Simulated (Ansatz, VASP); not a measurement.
## One calculation of SnSe, two programs

The input INCAR:

```
SYSTEM = SnSe
  PREC = Accurate
  ENCUT = 520
  EDIFF = 1E-7
  ISMEAR = 0
  SIGMA = 0.02
  LREAL = .False.
  LASPH = .True.
  NELM = 80
  ALGO = Normal
  ISIF = 2
  LWAVE = .False.
  LCHARG = .False.
  GGA = PE
  NBANDS = 17
```

Contents of KPOINTS:

```
Automatic mesh
0
Gamma
  10 10 10
  0 0 0
```

POSCAR

```
SnSe
1.0
    0.0000000000      2.9043774347      2.9043774347
    2.9043774347      0.0000000000      2.9043774347
    2.9043774347      2.9043774347      0.0000000000
Sn Se
1 1
Direct
    0.0000000000      0.0000000000      0.0000000000
    0.5000000000      0.5000000000      0.5000000000
```

Input for Ansatz:

```yaml
crystal:
  lattice:
    - [0.0, 2.9043774347, 2.9043774347]
    - [2.9043774347, 0.0, 2.9043774347]
    - [2.9043774347, 2.9043774347, 0.0]
  atoms:
    - { symbol: Sn, position: [0.0, 0.0, 0.0] }
    - { symbol: Se, position: [0.5, 0.5, 0.5] }
basis:
  ecutwfc: 420
kpoints:
  mp_grid: { grid: [10, 10, 10] }
hamiltonian:
  xc: pbe
scf:
  occupations: { method: gaussian, width: 0.02 }
output:
  forces: true
  stress: true
  eigenvalues: true
  write_density: true
  write_potential: true
  elf: true
  volumetric_format: npy
```

Alike in both runs: task single point; functional PBE; k mesh 10 × 10 × 10; occupations gaussian, width 0.02 eV; no spin polarisation.

```csv
,VASP,Ansatz
version,VASP 6.6.1,Ansatz 0.2.0
potentials or method,"VASP PAW PBE potentials, release 64 (Sn_d, Se), cutoff 520 eV","scalar-relativistic, plane waves, PAW"
valence electrons in the cell,20,30
```

|  | VASP | Ansatz | Ansatz less VASP |
| --- | --- | --- | --- |
| gap on the k mesh at the Fermi level (eV) | 0.37 | 0.37 | +0.001 |
| least direct gap on the mesh (eV) | 0.56 | 0.56 | -0.001 |
| pressure (GPa) | 8.1 | 8.1 | 0.00 |

VASP's potentials hold 20 valence electrons a cell and Ansatz's 30, so a difference there can come from the potentials and not from the codes.
